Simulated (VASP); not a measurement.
# Tl (P6/mmm) in VASP: further runs

Tl is run at these levels: PBE; tasks: single point.

All numbers are computed with VASP 6.6.1; they aren't measurements. Logs are shortened: lines on timing, memory, paths and dates and some standing lists are left out, and cuts for length are marked.

**1. The cell of the first run**

Symmetry: P6/mmm, No. 191, hexagonal system. The conventional cell has a = 2.585 Å, b = 2.585 Å, c = 2.454 Å, α = 90.00°, β = 90.00°, γ = 120.00°. Tl (site symmetry 6/mmm) has 8 Tl at 2.45 to 2.58 Å within 3.2 Å.

**2. Single point, PBE (volume scaled by 0.43)**

The input, INCAR:

```
PREC     = Accurate       # precision mode
ENCUT    = 520            # plane-wave cutoff, eV
EDIFF    = 1E-6           # SCF threshold, eV
ISMEAR   = -1             # smearing method
SIGMA    = 0.1            # smearing width, eV
LREAL    = False          # projectors in reciprocal space
LASPH    = True           # aspherical terms in the spheres
NELM     = 100            # most SCF steps
ALGO     = Normal         # electronic algorithm
ISIF     = 2              # what is computed and relaxed
LWAVE    = False          # write WAVECAR
LCHARG   = False          # write CHGCAR
GGA      = PE             # functional
NBANDS   = 12             # bands
```

The input, KPOINTS:

```
regular mesh
0
Gamma
  14 14 13
```

The input, POSCAR:

```
Tl
1.0
    2.5847043633      0.0000000000      0.0000000000
   -1.2923521817      2.2384196399      0.0000000000
    0.0000000000      0.0000000000      2.4538982212
Tl
1
Direct
    0.0000000000      0.0000000000      0.0000000000
```

Potentials or basis: VASP PAW PBE potentials, release 64 (Tl_d).

On the command line:

```
$ cat potpaw_PBE.64/Tl_d/POTCAR > POTCAR
$ mpirun -np 1 vasp_std > vasp.out
```

OUTCAR:

```text
PREC = Accurate
   ENCUT = 520
   EDIFF = 1E-6
   ISMEAR = -1
   LREAL = False
   LASPH = True
   NELM = 100
   ISIF = 2
   GGA = PE

 ion  position               nearest neighbor table
   1  0.000  0.000  0.000-

  LATTYP: Found a hexagonal cell.
 ALAT       =     2.5847043633
 C/A-ratio  =     0.9493922230

  Lattice vectors:

 A1 = (   2.5847043633,   0.0000000000,   0.0000000000)
 A2 = (  -1.2923521817,   2.2384196399,   0.0000000000)
 A3 = (   0.0000000000,   0.0000000000,   2.4538982212)

Analysis of symmetry for initial positions (statically):
=====================================================================
 Subroutine PRICEL returns:
 Original cell was already a primitive cell.

 Routine SETGRP: Setting up the symmetry group for a
 hexagonal supercell.

 Subroutine GETGRP returns: Found 24 space group operations
 (whereof 24 operations were pure point group operations)
 out of a pool of 24 trial point group operations.

The static configuration has the point symmetry D_6h.

Analysis of symmetry for dynamics (positions and initial velocities):
=====================================================================
 Subroutine PRICEL returns:
 Original cell was already a primitive cell.

 Routine SETGRP: Setting up the symmetry group for a
 hexagonal supercell.

 Subroutine GETGRP returns: Found 24 space group operations
 (whereof 24 operations were pure point group operations)
 out of a pool of 24 trial point group operations.

The dynamic configuration has the point symmetry D_6h.

 Subroutine INISYM returns: Found 24 space group operations
 (whereof 24 operations are pure point group operations),
 and found     1 'primitive' translations

----------------------------------------------------------------------------------------

                                     Primitive cell

  volume of cell :      14.1974

  direct lattice vectors                    reciprocal lattice vectors
     2.584704363  0.000000000  0.000000000     0.386891443  0.223371879  0.000000000
    -1.292352182  2.238419640  0.000000000     0.000000000  0.446743757  0.000000000
     0.000000000  0.000000000  2.453898221     0.000000000  0.000000000  0.407514864

  length of vectors
     2.584704363  2.584704363  2.453898221     0.446743757  0.446743757  0.407514864

  position of ions in fractional coordinates (direct lattice)
     0.000000000  0.000000000  0.000000000
[... 75 lines left out ...]
   NELM   =    100;   NELMIN=  2; NELMDL= -5     # of ELM steps
   EDIFF  = 0.1E-05   stopping-criterion for ELM
   LREAL  =      F    real-space projection
   EDIFFG = 0.1E-04   stopping-criterion for IOM
   NSW    =      0    number of steps for IOM
   IBRION =     -1    ionic relax: 0-MD 1-quasi-New 2-CG
   NFREE  =      0    steps in history (QN), initial steepest desc. (CG)
   ISIF   =      2    stress and relaxation
   ISYM   =      2    0-nonsym 1-usesym 2-fastsym
   POTIM  = 0.5000    time-step for ionic-motion
   TEBEG  =    0.0;   TEEND  =   0.0 temperature during run
   PSTRESS=    0.0 pullay stress
   NELECT =      13.0000    total number of electrons
   NUPDOWN=      -1.0000    fix difference up-down
   EMIN   =  10.00;   EMAX   =-10.00  energy-range for DOS
   EFERMI =   0.00;   METHOD = LEGACY
   ISMEAR =    -1;   SIGMA  =   0.10  broadening in eV -4-tet -1-fermi 0-gaus
   EFERMI_NEDOS =   21; number of points for ismear=-14 and -15
   IALGO  =     38    algorithm
   IMIX   =      4    mixing-type and parameters
     AMIX     =   0.40;   BMIX     =  1.00
     AMIX_MAG =   1.60;   BMIX_MAG =  1.00
  volume/ion in A,a.u.               =      14.20        95.81
  Fermi-wavevector in a.u.,A,eV,Ry     =   1.589716  3.004128 34.384617  2.527198
  Thomas-Fermi vector in A             =   2.688523
   LORBIT       =      0    0 simple, 1 ext, 2 COOP (PROOUT), +10 PAW based schemes
   GGA     = PE    functional components
   LHFCALC =     F    Hartree Fock is set to
   AEXX    =    0.0000 exact exchange contribution
   IVDW    =     0    specifies the selected vdW correction
   LEPSILON=     F    determine dielectric tensor
   LRPA    =     F    only Hartree local field effects (RPA)
 non-spin polarized calculation
  energy-cutoff  :      520.00
  volume of cell :       14.20
 maximum number of plane-waves:       405
 NGX is ok and might be reduce to    20
   NGX =  9   NGY =  9   NGZ =  9

 number of electron      12.9999997 magnetization

 Free energy of the ion-electron system (eV)
  ---------------------------------------------------
  ext. energy  EPLUGINS =         0.00000000
  ---------------------------------------------------
  free energy    TOTEN  =         2.65756134 eV

  energy without entropy =        2.67010508  energy(sigma->0) =        2.66383321

 E-fermi :  18.2102     XC(G=0): -14.1451

 val. band max:       17.9140259517   @ k =   0.2857   0.2143   0.4615
 cond. band min:      18.2220817146   @ k =   0.3571   0.2857   0.3077
 fundamental gap:      0.3080557630
 Fermi energy:        18.2101647260

 k-point     1 :       0.0000    0.0000    0.0000
  band No.  band energies     occupation
      1       0.2465      2.00000
      2       0.8043      2.00000
      3       3.0996      2.00000
      4       3.0996      2.00000
      5       6.0106      2.00000
      6       6.0106      2.00000
      7      27.1862      0.00000
      8      28.0995      0.00000
      9      32.9327      0.00000
     10      32.9327      0.00000
     11      35.3345      0.00000
     12      40.2621      0.00000
[... 331 lines left out ...]
 k-point    24 :       0.3571    0.2857    0.0000
  band No.  band energies     occupation
      1       1.7497      2.00000
      2       2.8325      2.00000
      3       3.6585      2.00000
      4       4.7247      2.00000
      5       4.9801      2.00000
      6      13.5338      2.00000
      7      14.9298      2.00000
      8      17.3585      1.99960
      9      33.3763      0.00000
     10      35.1356      0.00000
     11      39.5357      0.00000
     12      41.0929      0.00000

 [... further k-points ...]
[... 5 lines left out ...]
  --------------------------------------------------------------------------------------
  -------------------------------------------------------------------------------------
  Total       17.8606814     17.8606814     17.8620509     -0.0000000     -0.0000000     -0.0000000
  in kB     2015.5783071   2015.5783072   2015.7328579     -0.0000000     -0.0000000     -0.0000000
  external PRESSURE =    2015.6298241 kB  Pullay stress =       0.0000000 kB

 VOLUME and BASIS-vectors are now :
 -----------------------------------------------------------------------------
  energy-cutoff  :      520.00
  volume of cell :       14.20
      direct lattice vectors                 reciprocal lattice vectors
     2.584704363  0.000000000  0.000000000     0.386891443  0.223371879  0.000000000
    -1.292352182  2.238419640  0.000000000     0.000000000  0.446743757  0.000000000
     0.000000000  0.000000000  2.453898221     0.000000000  0.000000000  0.407514864

 POSITION                                       TOTAL-FORCE (eV/Angst)
 -----------------------------------------------------------------------------------
      0.00000      0.00000      0.00000         0.000000      0.000000      0.000000
 -----------------------------------------------------------------------------------
    total drift:                               -0.000000      0.000000      0.000000

  FREE ENERGIE OF THE ION-ELECTRON SYSTEM (eV)
  ---------------------------------------------------
  free  energy   TOTEN  =         2.6575613372 eV

  energy  without entropy=        2.6701050778  energy(sigma->0) =        2.66383321
```

OSZICAR:

```text
N       E                     dE             d eps       ncg     rms          rms(c)
DAV:   1     0.587599294619E+02    0.58760E+02   -0.71645E+03  4304   0.105E+03
DAV:   2     0.320127444172E+01   -0.55559E+02   -0.54305E+02  4648   0.243E+02
DAV:   3     0.246699421608E+01   -0.73428E+00   -0.73400E+00  4872   0.246E+01
DAV:   4     0.246494093620E+01   -0.20533E-02   -0.20532E-02  4632   0.148E+00
DAV:   5     0.246492827763E+01   -0.12659E-04   -0.12661E-04  4912   0.110E-01    0.242E+01
DAV:   6     0.259725654726E+01    0.13233E+00   -0.77896E-02  4280   0.344E+00    0.147E+01
DAV:   7     0.265574205360E+01    0.58486E-01   -0.69680E-02  4340   0.324E+00    0.650E-01
DAV:   8     0.265757441252E+01    0.18324E-02   -0.83242E-03  4628   0.107E+00    0.891E-02
DAV:   9     0.265756327310E+01   -0.11139E-04   -0.78295E-05  4808   0.945E-02    0.214E-02
DAV:  10     0.265756129014E+01   -0.19830E-05   -0.26931E-06  4856   0.220E-02    0.307E-03
DAV:  11     0.265756133722E+01    0.47079E-07   -0.47998E-07  2736   0.727E-03
   1 F= 0.26575613E+01 E0= 0.26638332E+01  d E =-.125437E-01
```

stdout:

```text
POSCAR found type information on POSCAR Tl
 POSCAR found :  1 types and       1 ions
 scaLAPACK will be used
 LDA part: xc-table for (Slater+PW92), standard interpolation
 POSCAR, INCAR and KPOINTS ok, starting setup
 FFT: planning ... GRIDC
 FFT: planning ... GRID_SOFT
 FFT: planning ... GRID
 WAVECAR not read
 entering main loop
```

Run time: 21 s. Hardware: 1 thread of AMD EPYC 7R43 (Zen 3), shared host; peak memory 0.11 GiB.

Results:

```yaml
Free_energy: 2.6576 eV
Pressure: 201.6 GPa
```

Levels at points of the mesh, in eV from the Fermi level:
| k point | band 2 | band 3 | band 4 | band 5 | band 6 | band 7 | band 8 | band 9 | band 10 | band 11 |
| --- | --- | --- | --- | --- | --- | --- | --- | --- | --- | --- |
| (0.00, 0.00, 0.00) | -17.41 | -15.11 | -15.11 | -12.20 | -12.20 | 8.98 | 9.89 | 14.72 | 14.72 | 17.12 |
| (0.50, 0.00, 0.00) | -16.51 | -13.87 | -12.57 | -11.94 | -7.77 | -4.81 | 6.66 | 12.69 | 15.20 | 16.55 |

Caveat: spin-orbit coupling is left out, which moves the levels of the heavy elements.

[end of part 1 of 2]
